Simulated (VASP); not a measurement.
# Mg2NCl (R-3m) in VASP: a series of runs, part 2 of 2

VASP 6.6.1. Earlier steps stand in the parts before.

**4. Single point, PBE**

This run uses another cell than the first one, of the same volume but with other edges.

INCAR reads:

```
PREC     = Accurate       # precision mode
ENCUT    = 520            # plane-wave cutoff, eV
EDIFF    = 1E-7           # SCF threshold, eV
ISMEAR   = 0              # smearing method
SIGMA    = 0.05           # smearing width, eV
LREAL    = F              # projectors in reciprocal space
LASPH    = T              # aspherical terms in the spheres
NELM     = 100            # most SCF steps
ALGO     = Normal         # electronic algorithm
ISIF     = 2              # what is computed and relaxed
LWAVE    = F              # write WAVECAR
LCHARG   = F              # write CHGCAR
GGA      = PE             # functional
NBANDS   = 16             # bands
```

KPOINTS reads:

```
Automatic mesh
0
Gamma
  12 12 12
```

POSCAR reads:

```
Mg2NCl
1.0
    1.6834183011      0.9719220093      5.8418109902
   -1.6834183011      0.9719220093      5.8418109902
    0.0000000000     -1.9438440186      5.8418109902
Mg N Cl
2 1 1
Direct
    0.2228150000      0.2228150000      0.2228150000
    0.7771850000      0.7771850000      0.7771850000
    0.5000000000      0.5000000000      0.5000000000
    0.0000000000      0.0000000000      0.0000000000
```

Potentials or basis: VASP PAW PBE potentials, release 64 (Mg, N, Cl).

Started as:

```bash
$ cat potpaw_PBE.64/Mg/POTCAR potpaw_PBE.64/N/POTCAR potpaw_PBE.64/Cl/POTCAR > POTCAR
$ mpirun -np 1 vasp_std > vasp.out
```

OUTCAR:

```text
PREC = Accurate
   ENCUT = 520
   EDIFF = 1E-7
   ISMEAR = 0
   LREAL = F
   LASPH = T
   NELM = 100
   ISIF = 2
   GGA = PE

 ion  position               nearest neighbor table
   1  0.223  0.223  0.223-   3 2.18   3 2.18   3 2.18   4 2.74   4 2.74   4 2.74   2 2.77   2 2.77
                             2 2.77
   2  0.777  0.777  0.777-   3 2.18   3 2.18   3 2.18   4 2.74   4 2.74   4 2.74   1 2.77   1 2.77
                             1 2.77
   3  0.500  0.500  0.500-   1 2.18   1 2.18   2 2.18   2 2.18   1 2.18   2 2.18
   4  0.000  0.000  0.000-   2 2.74   2 2.74   1 2.74   1 2.74   2 2.74   1 2.74
[... 659 lines left out ...]
  --------------------------------------------------------------------------------------
  -------------------------------------------------------------------------------------
  Total       -1.0377554     -1.0377554      1.1937054      0.0000000      0.0000000     -0.0000000
  in kB      -28.9923474    -28.9923474     33.3492069      0.0000000      0.0000000     -0.0000000
  external PRESSURE =      -8.2118293 kB  Pullay stress =       0.0000000 kB

 VOLUME and BASIS-vectors are now :
 -----------------------------------------------------------------------------
  energy-cutoff  :      520.00
  volume of cell :       57.35
      direct lattice vectors                 reciprocal lattice vectors
     1.683418301  0.971922009  5.841810990     0.297014711  0.171481523  0.057059931
    -1.683418301  0.971922009  5.841810990    -0.297014711  0.171481523  0.057059931
     0.000000000 -1.943844019  5.841810990     0.000000000 -0.342963047  0.057059931

 POSITION                                       TOTAL-FORCE (eV/Angst)
 -----------------------------------------------------------------------------------
      0.00000      0.00000      3.90493        -0.000000      0.000000      0.078464
      0.00000      0.00000     13.62050        -0.000000     -0.000000     -0.078464
      0.00000      0.00000      8.76272        -0.000000     -0.000000      0.000000
      0.00000      0.00000      0.00000         0.000000     -0.000000      0.000000
 -----------------------------------------------------------------------------------
    total drift:                                0.000000     -0.000000     -0.000000

  FREE ENERGIE OF THE ION-ELECTRON SYSTEM (eV)
  ---------------------------------------------------
  free  energy   TOTEN  =       -17.7737759802 eV

  energy  without entropy=      -17.7737759802  energy(sigma->0) =      -17.77377598
```

OSZICAR:

```text
N       E                     dE             d eps       ncg     rms          rms(c)
DAV:   1     0.538105034222E+02    0.53811E+02   -0.65184E+03  6048   0.841E+02
DAV:   2    -0.168887576267E+02   -0.70699E+02   -0.63359E+02  8720   0.160E+02
DAV:   3    -0.214324692104E+02   -0.45437E+01   -0.45240E+01  7544   0.418E+01
DAV:   4    -0.214610862776E+02   -0.28617E-01   -0.28613E-01  7720   0.392E+00
DAV:   5    -0.214613730471E+02   -0.28677E-03   -0.28676E-03  7848   0.390E-01    0.960E+00
DAV:   6    -0.178980456384E+02    0.35633E+01   -0.76857E+00  8104   0.230E+01    0.392E+00
DAV:   7    -0.178882539847E+02    0.97917E-02   -0.11584E+00  7240   0.613E+00    0.303E+00
DAV:   8    -0.178161877790E+02    0.72066E-01   -0.53862E-01  8528   0.470E+00    0.173E+00
DAV:   9    -0.177730668774E+02    0.43121E-01   -0.13966E-01  7512   0.224E+00    0.432E-01
DAV:  10    -0.177744934319E+02   -0.14266E-02   -0.98041E-03  7352   0.644E-01    0.152E-01
DAV:  11    -0.177737661612E+02    0.72727E-03   -0.14203E-03  8656   0.301E-01    0.648E-02
DAV:  12    -0.177738087592E+02   -0.42598E-04   -0.31473E-04  6520   0.105E-01    0.442E-02
DAV:  13    -0.177737760584E+02    0.32701E-04   -0.12409E-04  7904   0.660E-02    0.854E-03
DAV:  14    -0.177737758084E+02    0.24994E-06   -0.72215E-06  6960   0.184E-02    0.278E-03
DAV:  15    -0.177737760343E+02   -0.22584E-06   -0.42880E-07  8464   0.459E-03    0.222E-03
DAV:  16    -0.177737759802E+02    0.54119E-07   -0.83306E-08  5488   0.210E-03
   1 F= -.17773776E+02 E0= -.17773776E+02  d E =-.651708E-13
```

stdout:

```text
POSCAR found type information on POSCAR MgN Cl
 POSCAR found :  3 types and       4 ions
 scaLAPACK will be used
 LDA part: xc-table for (Slater+PW92), standard interpolation
 POSCAR, INCAR and KPOINTS ok, starting setup
 FFT: planning ... GRIDC
 FFT: planning ... GRID_SOFT
 FFT: planning ... GRID
 WAVECAR not read
 entering main loop
```

It took 5.4 min on 1 thread of Intel Xeon Platinum 8488C (Sapphire Rapids), shared host; peak memory 0.44 GiB.

Results:

```
Free energy            : -17.7738 eV
Pressure               : -0.8 GPa
Largest force          : 0.078 eV/Å
Band gap on the k mesh : 2.40 eV
```

Forces in eV/Å, atoms in the order of the input:
```
Mg   0.000  0.000  0.078
Mg   0.000  0.000 -0.078
N    0.000  0.000  0.000
Cl   0.000  0.000  0.000
```

Stress tensor (GPa, compression positive):
```
-2.90  0.00  0.00
 0.00 -2.90  0.00
 0.00  0.00  3.33
```

 A k mesh can miss the band edges.

**5. Single point, PBE**

This run uses another cell than the first one, of the same volume but with other edges.

INCAR reads:

```
PREC = Accurate
ENCUT = 520
EDIFF = 1E-6
ISMEAR = 0
SIGMA = 0.05
LREAL = F
LASPH = T
NELM = 60
ALGO = Normal
ISIF = 2
LWAVE = F
LCHARG = F
GGA = PE
NBANDS = 16
```

KPOINTS is that of step 4.

POSCAR reads:

```
Mg2NCl
1.0
    1.7888988831      1.0328212517      5.1732087569
   -1.7888988831      1.0328212517      5.1732087569
    0.0000000000     -2.0656425035      5.1732087569
Mg N Cl
2 1 1
Direct
    0.2228150000      0.2228150000      0.2228150000
    0.7771850000      0.7771850000      0.7771850000
    0.5000000000      0.5000000000      0.5000000000
    0.0000000000      0.0000000000      0.0000000000
```

Potentials or basis: VASP PAW PBE potentials, release 64 (Mg, N, Cl).

Started as:

```bash
$ cat potpaw_PBE.64/Mg/POTCAR potpaw_PBE.64/N/POTCAR potpaw_PBE.64/Cl/POTCAR > POTCAR
$ mpirun -np 1 vasp_std > vasp.out
```

OUTCAR:

```text
PREC = Accurate
   ENCUT = 520
   EDIFF = 1E-6
   ISMEAR = 0
   LREAL = F
   LASPH = T
   NELM = 60
   ISIF = 2
   GGA = PE

 ion  position               nearest neighbor table
   1  0.223  0.223  0.223-   3 2.24   3 2.24   3 2.24   4 2.68   4 2.68   4 2.68   2 2.70   2 2.70
                             2 2.70
   2  0.777  0.777  0.777-   3 2.24   3 2.24   3 2.24   4 2.68   4 2.68   4 2.68   1 2.70   1 2.70
                             1 2.70
   3  0.500  0.500  0.500-   1 2.24   1 2.24   2 2.24   2 2.24   1 2.24   2 2.24
   4  0.000  0.000  0.000-   2 2.68   2 2.68   1 2.68   1 2.68   2 2.68   1 2.68
[... 659 lines left out ...]
  --------------------------------------------------------------------------------------
  -------------------------------------------------------------------------------------
  Total       -3.7284652     -3.7284652      5.7017578      0.0000000     -0.0000000      0.0000000
  in kB     -104.1641958   -104.1641958    159.2931628      0.0000000     -0.0000000      0.0000000
  external PRESSURE =     -16.3450763 kB  Pullay stress =       0.0000000 kB

 VOLUME and BASIS-vectors are now :
 -----------------------------------------------------------------------------
  energy-cutoff  :      520.00
  volume of cell :       57.35
      direct lattice vectors                 reciprocal lattice vectors
     1.788898883  1.032821252  5.173208757     0.279501544  0.161370292  0.064434541
    -1.788898883  1.032821252  5.173208757    -0.279501544  0.161370292  0.064434541
     0.000000000 -2.065642503  5.173208757     0.000000000 -0.322740583  0.064434541

 POSITION                                       TOTAL-FORCE (eV/Angst)
 -----------------------------------------------------------------------------------
      0.00000     -0.00000      3.45801        -0.000000     -0.000000      0.439986
      0.00000     -0.00000     12.06162        -0.000000      0.000000     -0.439986
      0.00000     -0.00000      7.75981         0.000000      0.000000     -0.000000
      0.00000      0.00000      0.00000        -0.000000      0.000000      0.000000
 -----------------------------------------------------------------------------------
    total drift:                               -0.000000     -0.000000     -0.000000

  FREE ENERGIE OF THE ION-ELECTRON SYSTEM (eV)
  ---------------------------------------------------
  free  energy   TOTEN  =       -17.0188775173 eV

  energy  without entropy=      -17.0188775173  energy(sigma->0) =      -17.01887752
```

Run time: 3.1 min. Hardware: 1 thread of Intel Xeon Platinum 8488C (Sapphire Rapids), shared host; peak memory 0.38 GiB.

What came out:

* Free energy: -17.0189 eV
* Pressure: -1.6 GPa
* Largest force: 0.440 eV/Å
* Band gap on the k mesh: 1.96 eV

Forces in eV/Å, atoms in the order of the input:
```
Mg   0.000  0.000  0.440
Mg   0.000  0.000 -0.440
N    0.000  0.000  0.000
Cl   0.000  0.000  0.000
```

Stress tensor (GPa, compression positive):
```
-10.42   0.00   0.00
  0.00 -10.42   0.00
  0.00   0.00  15.93
```

Levels at points of the mesh, in eV from the valence-band top:
| k point | band 5 | band 6 | band 7 | band 8 | band 9 | band 10 | band 11 | band 12 |
| --- | --- | --- | --- | --- | --- | --- | --- | --- |
| (0.00, 0.00, 0.00) | -3.59 | -0.54 | -0.54 | 0.00 | 1.96 | 3.67 | 7.20 | 7.20 |
| (0.50, 0.00, 0.00) | -4.16 | -3.87 | -1.29 | -1.11 | 3.98 | 5.19 | 7.28 | 7.55 |
| (0.50, 0.50, 0.00) | -4.24 | -2.38 | -1.06 | -0.10 | 2.91 | 4.05 | 5.31 | 7.96 |
| (0.50, 0.50, 0.50) | -3.57 | -1.73 | -0.63 | -0.63 | 3.78 | 4.04 | 7.53 | 7.93 |

**6. The runs side by side**

| cell | gap on the mesh (eV) | pressure (GPa) | largest force (eV/Å) |
| --- | --- | --- | --- |
| a = 7.363 Å, angles 23.9°, 4 atoms | none | 4.8 | 1.19 |
| a = 7.015 Å, angles 25.7°, 4 atoms | 0.36 | 2.6 | 0.87 |
| a = 6.157 Å, angles 31.7°, 4 atoms | 2.40 | -0.8 | 0.08 |
| a = 5.570 Å, angles 37.5°, 4 atoms | 1.96 | -1.6 | 0.44 |

Alike in all rows: task single point; level PBE; potentials or basis VASP PAW PBE potentials, release 64 (Mg, N, Cl); no spin polarisation; k mesh 12 × 12 × 12; cutoff (eV) 520; smearing gaussian 0.05 eV.

Caveats: the cell stands under pressure (at least some runs); forces of over 1 eV/Å act on the atoms, so gaps and moduli don't describe the material at rest (at least some runs).

Total energies depend on the potentials used, so only differences within one code and one set of settings carry meaning.
